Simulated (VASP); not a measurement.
Si, 4 atoms in the cell. It takes space group Fmmm (No. 69, orthorhombic). The conventional cell has a = 4.845 Å, b = 5.320 Å, c = 9.286 Å, α = 90.00°, β = 90.00°, γ = 90.00°. Within 3.2 Å of Si (site symmetry m2m) lie 8 Si at 2.42 to 2.90 Å. Within 3.3 Å of Si (site symmetry mm2) lie 8 Si at 2.48 to 2.87 Å. 

| Quantity | Value |
| --- | --- |
| Program | VASP 6.6.1 |
| Task | single point |
| Functional | PBE |
| Potentials or basis | VASP PAW PBE potentials, release 64 (Si) |
| Cutoff | 520 eV |
| k mesh | 8 × 8 × 8 |
| Occupations | gaussian, width 0.025 eV |
| Spin | no spin polarisation |
| Dipole correction | no |
| Further INCAR settings | ALGO = Normal; EDIFF = 1e-06; NBANDS = 16 |

Potentials or basis: VASP PAW PBE potentials, release 64 (Si).

Launch:

```bash
$ cat potpaw_PBE.64/Si/POTCAR > POTCAR
$ mpirun -np 1 vasp_std > vasp.out
```

Hardware: 1 thread of Intel(R) Xeon(R) Platinum 8259CL CPU @ 2.50GHz (Skylake/Cascade Lake) (shared host).

**Question.** Estimate the wall time of this run.

**Answer.** It took 83 s on 1 thread of Intel(R) Xeon(R) Platinum 8259CL CPU @ 2.50GHz (Skylake/Cascade Lake), on a shared host, peak memory 0.22 GiB. Counts: scf iterations 11, k points 95.
